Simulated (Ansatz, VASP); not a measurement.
**Two plane-wave programs on HfN**

File INCAR:

```
PREC = Accurate
ENCUT = 520
EDIFF = 1E-6
ISMEAR = 0
SIGMA = 0.15
LREAL = False
LASPH = True
NELM = 80
ALGO = Normal
ISIF = 2
LWAVE = False
LCHARG = False
GGA = PE
NBANDS = 14
```

KPOINTS

```
regular mesh
0
Gamma
  16 16 16
```

File POSCAR:

```
HfN
1.0
    0.0000000000      2.1146470585      2.2738140414
    2.2738140414      0.0000000000      2.2738140414
    2.2738140414      2.1146470585      0.0000000000
Hf N
1 1
Direct
    0.0000000000      0.0000000000      0.0000000000
    0.5000000000      0.5000000000      0.5000000000
```

Input for Ansatz:

```yaml
crystal:
  lattice:
    - [0.0, 2.1146470585, 2.2738140414]
    - [2.2738140414, 0.0, 2.2738140414]
    - [2.2738140414, 2.1146470585, 0.0]
  atoms:
    - { symbol: Hf, position: [0.0, 0.0, 0.0] }
    - { symbol: "N", position: [0.5, 0.5, 0.5] }
basis:
  ecutwfc: 520.0
kpoints:
  mp_grid: { grid: [16, 16, 16] }
hamiltonian:
  xc: pbe
  pseudopotentials: { kind: paw, azcp: { folder: soft_1 } }
scf:
  occupations: { method: gaussian, width: 0.15 }
output:
  forces: true
  stress: true
  eigenvalues: true
```

Change from the starting cell: mode 5 frozen in at +0.000 Å, normal strain along y -0.0700.

Alike in both runs: task single point; functional PBE; k mesh 16 × 16 × 16; occupations gaussian, width 0.15 eV; no spin polarisation.

```csv
,VASP,Ansatz
version,VASP 6.6.1,Ansatz 0.2.0
potentials or method,"VASP PAW PBE potentials, release 64 (Hf_pv, N), cutoff 520 eV","scalar-relativistic, plane waves, PAW"
valence electrons in the cell,15,31
```

|  | VASP | Ansatz | Ansatz less VASP |
| --- | --- | --- | --- |
| gap on the k mesh at the Fermi level (eV) | none | none | - |
| pressure (GPa) | 23.9 | 26.3 | +2.38 |
| traceless stress, the component that is largest in VASP (GPa) | 35.02 | 35.01 | -0.008 |

A gap of «none» marks a metal or a gap that the smearing closes. With one functional, cell and mesh, what is left measures potentials, basis and numerics. VASP's potentials hold 15 valence electrons a cell and Ansatz's 31, so a difference there can come from the potentials and not from the codes.

Neither program's run includes spin-orbit coupling.
